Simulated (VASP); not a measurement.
A run of VASP 6.6.1 is set up as follows.

Contents of INCAR:

```
SYSTEM = Ir
PREC     = Accurate       ! precision mode
ENCUT    = 520            ! plane-wave cutoff, eV
EDIFF    = 1E-6           ! SCF threshold, eV
ISMEAR   = 0              ! smearing method
SIGMA    = 0.1            ! smearing width, eV
LREAL    = .False.        ! projectors in reciprocal space
LASPH    = .True.         ! aspherical terms in the spheres
NELM     = 80             ! most SCF steps
ALGO     = Fast           ! electronic algorithm
ISIF     = 2              ! what is computed and relaxed
LWAVE    = .False.        ! write WAVECAR
LCHARG   = .False.        ! write CHGCAR
GGA      = PE             ! functional
NBANDS   = 16             ! bands
```

Contents of KPOINTS:

```
Automatic mesh
0
Gamma
  18 18 10
  0 0 0
```

File POSCAR:

```
Ir
1.0
    2.7478111495      0.0000000000      0.0000000000
   -1.3739055747      2.3796742603      0.0000000000
    0.0000000000      0.0000000000      4.4529609382
Ir
2
Direct
    0.6666666667      0.3333333333      0.7500000000
    0.3333333333      0.6666666667      0.2500000000
```

Potentials or basis: VASP PAW PBE potentials, release 64 (Ir).

Command:

```console
$ cat potpaw_PBE.64/Ir/POTCAR > POTCAR
$ mpirun -np 1 vasp_std > vasp.out
```

(1) What does it give for the pressure?

(2) Predict the band gap on the k mesh.

## Answers

(1) 0.6 GPa.

(2) zero (band 9 reaches 10.96 eV, above the bottom of band 10 at 7.77 eV).

Caveat: spin-orbit coupling is left out, which moves the levels of the heavy elements.
